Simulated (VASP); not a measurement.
# H15C2NO6 in VASP: single point with PBE+D3(BJ)

Aim: the single point of H15C2NO6 with PBE+D3(BJ).

Everything below comes from runs of VASP 6.6.1. Logs are shortened: lines on timing, memory, paths and dates and some standing lists are left out, and cuts for length are marked.

### 1 The cell of the first run

The cell holds an amorphous packing of atoms, 24 atoms: a = 7.028 Å, b = 7.028 Å, c = 7.028 Å, α = 90.00°, β = 90.00°, γ = 90.00°.

### 2 Single point, PBE+D3(BJ)

INCAR reads:

```
SYSTEM = H15C2NO6
PREC = Accurate
ENCUT = 520
EDIFF = 1E-7
ISMEAR = -1
SIGMA = 0.05
LREAL = Auto
LASPH = .TRUE.
NELM = 80
ALGO = Normal
ISIF = 2
LWAVE = .FALSE.
LCHARG = .TRUE.
GGA = PE
IVDW = 12
LELF = .TRUE.
LVHAR = .TRUE.
NBANDS = 50
```

KPOINTS reads:

```
regular mesh
0
G
  1 1 1
  0 0 0
```

POSCAR reads:

```
H15C2NO6
1.0
    7.0277810000      0.0000000000      0.0000000000
    0.0000000000      7.0277810000      0.0000000000
    0.0000000000      0.0000000000      7.0277810000
O H C N
6 15 2 1
Direct
    0.1110925507      0.5646269676      0.7165376802
    1.0112302673      0.5773054811      0.3362838573
    0.2089298349      0.1778146481      0.4843372788
    0.4491334706      0.0806979599      0.8017918181
    0.0761932661      0.8135125232      1.0160014606
    0.6273918708      0.4741203685      0.2237744465
    0.0696925394      0.5827389307      0.5826894577
    0.1162612118      0.4276493737      0.7335074680
    1.0547805470      0.6658282178      0.2354530008
    0.8814683748      0.5426964954      0.2968959371
    0.1956903984      0.2958115586      0.4119635096
    0.2565956416      0.0836286211      0.3942613514
    0.3756000204      0.1241902817      0.6904834695
    0.4992170469     -0.0417867968      0.7597655633
    0.1914942529      0.8890698262      0.9973345504
    0.0783773665      0.7226648434      0.9070996298
    0.6054511354      0.4470826225      0.0898540854
    0.5514443123      0.5894895945      0.2498393568
    0.8441560208      0.0324453732      0.4475242350
    0.8627451701      0.0256382485      0.1939044415
    0.7222738926      0.2078008255      0.3073080379
    0.7675468891      0.0575279461      0.3137510001
    0.6020741396     -0.0622612887      0.3027749893
    0.4672399800     -0.1584791218      0.2941217748
```

Potentials or basis: VASP PAW PBE potentials, release 64 (O, H, C, N).

Started as:

```
cat potpaw_PBE.64/O/POTCAR potpaw_PBE.64/H/POTCAR potpaw_PBE.64/C/POTCAR potpaw_PBE.64/N/POTCAR > POTCAR
mpirun -np 1 vasp_gam > vasp.out
```

OUTCAR:

```text
SYSTEM = H15C2NO6
   PREC = Accurate
   ENCUT = 520
   EDIFF = 1E-7
   ISMEAR = -1
   LREAL = Auto
   LASPH = .TRUE.
   NELM = 80
   ISIF = 2
   GGA = PE
   IVDW = 12
 IVDW          = 12

 ion  position               nearest neighbor table
   1  0.111  0.565  0.717-   8 0.97   7 0.99
   2  0.011  0.577  0.336-  10 0.98   9 0.99
   3  0.209  0.178  0.484-  12 0.98  11 0.98
   4  0.449  0.081  0.802-  14 0.98  13 0.99
   5  0.076  0.814  0.016-  15 0.98  16 1.00
   6  0.627  0.474  0.224-  17 0.97  18 0.99
   7  0.070  0.583  0.583-   1 0.99
   8  0.116  0.428  0.734-   1 0.97
   9  0.055  0.666  0.235-   2 0.99
  10  0.881  0.543  0.297-   2 0.98
  11  0.196  0.296  0.412-   3 0.98
  12  0.257  0.084  0.394-   3 0.98
  13  0.376  0.124  0.690-   4 0.99
  14  0.499  0.958  0.760-   4 0.98
  15  0.191  0.889  0.997-   5 0.98
  16  0.078  0.723  0.907-   5 1.00
  17  0.605  0.447  0.090-   6 0.97
  18  0.551  0.589  0.250-   6 0.99
  19  0.844  0.032  0.448-  22 1.10
  20  0.863  0.026  0.194-  22 1.10
  21  0.722  0.208  0.307-  22 1.10
  22  0.768  0.058  0.314-  19 1.10  20 1.10  21 1.10  23 1.44
  23  0.602  0.938  0.303-  24 1.17  22 1.44
  24  0.467  0.842  0.294-  23 1.17

  LATTYP: Found a simple cubic cell.
 ALAT       =     7.0277810000

  Lattice vectors:

 A1 = (   7.0277810000,   0.0000000000,   0.0000000000)
 A2 = (   0.0000000000,   7.0277810000,   0.0000000000)
 A3 = (   0.0000000000,   0.0000000000,   7.0277810000)

Analysis of symmetry for initial positions (statically):
=====================================================================
 Subroutine PRICEL returns:
 Original cell was already a primitive cell.

 Routine SETGRP: Setting up the symmetry group for a
 simple cubic supercell.

 Subroutine GETGRP returns: Found  1 space group operations
 (whereof  1 operations were pure point group operations)
 out of a pool of 48 trial point group operations.

The static configuration has the point symmetry C_1 .

Analysis of symmetry for dynamics (positions and initial velocities):
=====================================================================
 Subroutine PRICEL returns:
 Original cell was already a primitive cell.

 Routine SETGRP: Setting up the symmetry group for a
 simple cubic supercell.

 Subroutine GETGRP returns: Found  1 space group operations
 (whereof  1 operations were pure point group operations)
 out of a pool of 48 trial point group operations.

The dynamic configuration has the point symmetry C_1 .

 Subroutine INISYM returns: Found  1 space group operations
 (whereof  1 operations are pure point group operations),
 and found     1 'primitive' translations

----------------------------------------------------------------------------------------

                                     Primitive cell

  volume of cell :     347.1000

  direct lattice vectors                    reciprocal lattice vectors
     7.027781000  0.000000000  0.000000000     0.142292425  0.000000000  0.000000000
     0.000000000  7.027781000  0.000000000     0.000000000  0.142292425  0.000000000
     0.000000000  0.000000000  7.027781000     0.000000000  0.000000000  0.142292425

  length of vectors
     7.027781000  7.027781000  7.027781000     0.142292425  0.142292425  0.142292425

  position of ions in fractional coordinates (direct lattice)
     0.111092551  0.564626968  0.716537680
     0.011230267  0.577305481  0.336283857
     0.208929835  0.177814648  0.484337279
     0.449133471  0.080697960  0.801791818
     0.076193266  0.813512523  0.016001461
     0.627391871  0.474120369  0.223774447
[... 16 lines left out ...]
     0.602074140  0.937738711  0.302774989
     0.467239980  0.841520878  0.294121775

  ion indices of the primitive-cell ions
   primitive index   ion index
                 1           1
                 2           2
                 3           3
                 4           4
                 5           5
                 6           6
[... 16 lines left out ...]
                23          23
                24          24

----------------------------------------------------------------------------------------

 KPOINTS: regular mesh

Automatic generation of k-mesh.
 Grid dimensions read from file:
 generate k-points for:    1    1    1

 Generating k-lattice:

  Cartesian coordinates                     Fractional coordinates (reciprocal lattice)
     0.142292425  0.000000000  0.000000000     1.000000000  0.000000000  0.000000000
     0.000000000  0.142292425  0.000000000     0.000000000  1.000000000  0.000000000
     0.000000000  0.000000000  0.142292425     0.000000000  0.000000000  1.000000000

  Length of vectors
     0.142292425  0.142292425  0.142292425

  Shift w.r.t. Gamma in fractional coordinates (k-lattice)
     0.000000000  0.000000000  0.000000000

 Subroutine IBZKPT returns following result:
 ===========================================

 Found      1 irreducible k-points:

 Following reciprocal coordinates:
            Coordinates               Weight
  0.000000  0.000000  0.000000      1.000000
   k-points           NKPTS =      1   k-points in BZ     NKDIM =      1   number of bands    NBANDS=     50
   number of dos      NEDOS =    301   number of ions     NIONS =     24
   total plane-waves  NPLWV = 157464
   dimension x,y,z NGX =    54 NGY =   54 NGZ =   54
   dimension x,y,z NGXF=   108 NGYF=  108 NGZF=  108
   ions per type =               6  15   2   1
   NGX,Y,Z   is equivalent  to a cutoff of  12.77, 12.77, 12.77 a.u.
   NGXF,Y,Z  is equivalent  to a cutoff of  25.55, 25.55, 25.55 a.u.
 SYSTEM =  H15C2NO6
   PREC   = accura    normal or accurate (medium, high low for compatibility)
   ISTART =      0    job   : 0-new  1-cont  2-samecut
   ICHARG =      2    charge: 1-file 2-atom 10-const
   ISPIN  =      1    spin polarized calculation?
   LNONCOLLINEAR =      F non collinear calculations
   LSORBIT =      F    spin-orbit coupling
   LASPH  =      T    aspherical Exc in radial PAW
   ENCUT  =  520.0 eV  38.22 Ry    6.18 a.u.  13.07 13.07 13.07*2*pi/ulx,y,z
   NELM   =     80;   NELMIN=  2; NELMDL= -5     # of ELM steps
   EDIFF  = 0.1E-06   stopping-criterion for ELM
   LREAL  =      T    real-space projection
   EDIFFG = 0.1E-05   stopping-criterion for IOM
   NSW    =      0    number of steps for IOM
   IBRION =     -1    ionic relax: 0-MD 1-quasi-New 2-CG
   NFREE  =      0    steps in history (QN), initial steepest desc. (CG)
   ISIF   =      2    stress and relaxation
   ISYM   =      2    0-nonsym 1-usesym 2-fastsym
   POTIM  = 0.5000    time-step for ionic-motion
   TEBEG  =    0.0;   TEEND  =   0.0 temperature during run
   PSTRESS=    0.0 pullay stress
   NELECT =      64.0000    total number of electrons
   NUPDOWN=      -1.0000    fix difference up-down
   EMIN   =  10.00;   EMAX   =-10.00  energy-range for DOS
   EFERMI =   0.00;   METHOD = LEGACY
   ISMEAR =    -1;   SIGMA  =   0.05  broadening in eV -4-tet -1-fermi 0-gaus
   EFERMI_NEDOS =   21; number of points for ismear=-14 and -15
   IALGO  =     38    algorithm
   IMIX   =      4    mixing-type and parameters
     AMIX     =   0.40;   BMIX     =  1.00
     AMIX_MAG =   1.60;   BMIX_MAG =  1.00
  volume/ion in A,a.u.               =      14.46        97.60
  Fermi-wavevector in a.u.,A,eV,Ry     =   0.931787  1.760822 11.812943  0.868227
  Thomas-Fermi vector in A             =   2.058317
   LORBIT       =      0    0 simple, 1 ext, 2 COOP (PROOUT), +10 PAW based schemes
   GGA     = PE    functional components
   LHFCALC =     F    Hartree Fock is set to
   AEXX    =    0.0000 exact exchange contribution
   IVDW    =    12    specifies the selected vdW correction
   LEPSILON=     F    determine dielectric tensor
   LRPA    =     F    only Hartree local field effects (RPA)
 non-spin polarized calculation
  energy-cutoff  :      520.00
  volume of cell :      347.10
 maximum number of plane-waves:      4658
 NGX is ok and might be reduce to    54
   NGX = 27   NGY = 27   NGZ = 27

 number of electron      63.9999993 magnetization

 Free energy of the ion-electron system (eV)
  ---------------------------------------------------
  ext. energy  EPLUGINS =         0.00000000
  ---------------------------------------------------
  free energy    TOTEN  =      -124.55350258 eV

  energy without entropy =     -124.55350258  energy(sigma->0) =     -124.55350258

 E-fermi :  -3.2779     XC(G=0):  -5.6521

 val. band max:       -4.5636304136   @ k =   0.0000   0.0000   0.0000
 cond. band min:       0.3102406527   @ k =   0.0000   0.0000   0.0000
 fundamental gap:      4.8738710663
 Fermi energy:        -3.2779426764

 k-point     1 :       0.0000    0.0000    0.0000
  band No.  band energies     occupation
      1     -23.2027      2.00000
      2     -23.1708      2.00000
      3     -22.7587      2.00000
      4     -22.4583      2.00000
      5     -22.3309      2.00000
      6     -22.2515      2.00000
[... 36 lines left out ...]
     43       5.0353      0.00000
     44       5.3870      0.00000
 [bands above 44 left out]

------------------------ aborting loop because EDIFF is reached ----------------------------------------

 Edisp (eV)   -0.67461

 E8    (eV) :    -0.1460

  FORCE on cell =-STRESS in cart. coord.  units (eV):
  Direction    XX          YY          ZZ          XY          YZ          ZX
  --------------------------------------------------------------------------------------
  -------------------------------------------------------------------------------------
  Total      -1.08529    -1.21798    -1.65549     0.38824     0.09443    -0.01356
  in kB      -5.00957    -5.62205    -7.64158     1.79206     0.43586    -0.06261
  external pressure =       -6.09 kB  Pullay stress =        0.00 kB

 VOLUME and BASIS-vectors are now :
 -----------------------------------------------------------------------------
  energy-cutoff  :      520.00
  volume of cell :      347.10
      direct lattice vectors                 reciprocal lattice vectors
     7.027781000  0.000000000  0.000000000     0.142292425  0.000000000  0.000000000
     0.000000000  7.027781000  0.000000000     0.000000000  0.142292425  0.000000000
     0.000000000  0.000000000  7.027781000     0.000000000  0.000000000  0.142292425

 POSITION                                       TOTAL-FORCE (eV/Angst)
 -----------------------------------------------------------------------------------
      0.78073      3.96807      5.03567        -0.030006      0.023313     -0.010692
      0.07892      4.05718      2.36333         0.042625     -0.032419     -0.027433
      1.46831      1.24964      3.40382         0.030711      0.031188      0.014558
      3.15641      0.56713      5.63482        -0.030579     -0.202488     -0.101422
      0.53547      5.71719      0.11245         0.112598     -0.025104     -0.053366
      4.40917      3.33201      1.57264         0.044737     -0.006787      0.007344
[... 16 lines left out ...]
      4.23125      6.59022      2.12784         0.317925      0.183378      0.052948
      3.28366      5.91402      2.06702        -0.258123     -0.184419     -0.016606
 -----------------------------------------------------------------------------------
    total drift:                               -0.003070     -0.010394     -0.006698

  FREE ENERGIE OF THE ION-ELECTRON SYSTEM (eV)
  ---------------------------------------------------
  free  energy   TOTEN  =      -125.2281081944 eV

  energy  without entropy=     -125.2281081944  energy(sigma->0) =     -125.22810819
```

Wall time 67 s (1 thread of Intel Xeon 6975P-C, shared host); peak memory 0.39 GiB.

Results:

| Property | Result |
| --- | --- |
| Free energy | -125.2281 eV |
| Pressure | -0.6 GPa |
| Largest force | 0.371 eV/Å |
| Band gap on the k mesh | 4.87 eV |
| Dispersion energy per atom | -0.028 eV |

Forces in eV/Å, atoms in the order of the input:
```
O   -0.030  0.023 -0.011
O    0.043 -0.032 -0.027
O    0.031  0.031  0.015
O   -0.031 -0.202 -0.101
O    0.113 -0.025 -0.053
O    0.045 -0.007  0.007
H   -0.002  0.058 -0.060
H    0.025 -0.035  0.047
H    0.069  0.015 -0.018
H   -0.069 -0.068  0.025
H   -0.043  0.082 -0.023
H    0.002 -0.060 -0.028
H   -0.083  0.100  0.052
H   -0.007  0.114  0.134
H   -0.051 -0.039  0.038
H   -0.015  0.050  0.021
H    0.001 -0.050 -0.066
H   -0.041  0.048  0.049
H    0.025  0.010  0.010
H    0.024 -0.021 -0.035
H   -0.010  0.033 -0.010
C   -0.056 -0.022  0.000
C    0.318  0.183  0.053
N   -0.258 -0.184 -0.017
```

Caveat: the k points lie up to 0.89 Å⁻¹ apart.
